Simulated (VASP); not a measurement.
Here is a VASP 6.6.1 calculation.

Contents of POSCAR:

```
Si
1.0
   -3.3692051543      3.3692051543      1.9476831092
    3.3692051543     -3.3692051543      1.9476831092
    3.3692051543      3.3692051543     -1.9476831092
Si
4
Direct
    0.8211989400      0.1788010600      0.0000000000
    0.1788010600      0.8211989400      0.0000000000
    0.8211989400      0.8211989400      0.6423978800
    0.1788010600      0.1788010600      0.3576021200
```

File INCAR.step1:

```
  PREC = Accurate
  ENCUT = 520
  ISMEAR = -1
  SIGMA = 0.05
  LREAL = F
  LASPH = T
  NELM = 80
  NBANDS = 16
  GGA = PE
  ALGO = Normal
  EDIFF = 1E-4
  LWAVE = T
  LCHARG = F
```

File INCAR.step2:

```
  PREC = Accurate
  ENCUT = 520
  EDIFF = 1E-6
  ISMEAR = -1
  SIGMA = 0.05
  LREAL = F
  LASPH = T
  NELM = 80
  ALGO = Normal
  ISIF = 2
  LWAVE = F
  LCHARG = F
  METAGGA = R2SCAN
  LMIXTAU = T
  NBANDS = 16
  ISTART = 1
```

KPOINTS

```
Automatic mesh
0
Gamma
  8 8 8
```

Potentials or basis: VASP PAW PBE potentials, release 64 (Si).

Command:

```sh
$ cat potpaw_PBE.64/Si/POTCAR > POTCAR
$ cp INCAR.step1 INCAR
$ mpirun -np 1 vasp_std > vasp.out
$ cp INCAR.step2 INCAR
$ mpirun -np 1 vasp_std > vasp.out
```

**Question.** Estimate the band gap on the k mesh.

**Answer.** 0.48 eV (least direct gap 0.62 eV).

**Question.** Estimate the largest force.

**Answer.** 0.053 eV/Å.

Forces in eV/Å, atoms in the order of the input:
```
Si  -0.037  0.037  0.000
Si   0.037 -0.037  0.000
Si   0.037  0.037  0.000
Si  -0.037 -0.037  0.000
```

Caveat: the cell stands under tension; the PAW data sets were made with another functional, which shifts forces and pressure a little. A k mesh can miss the band edges.
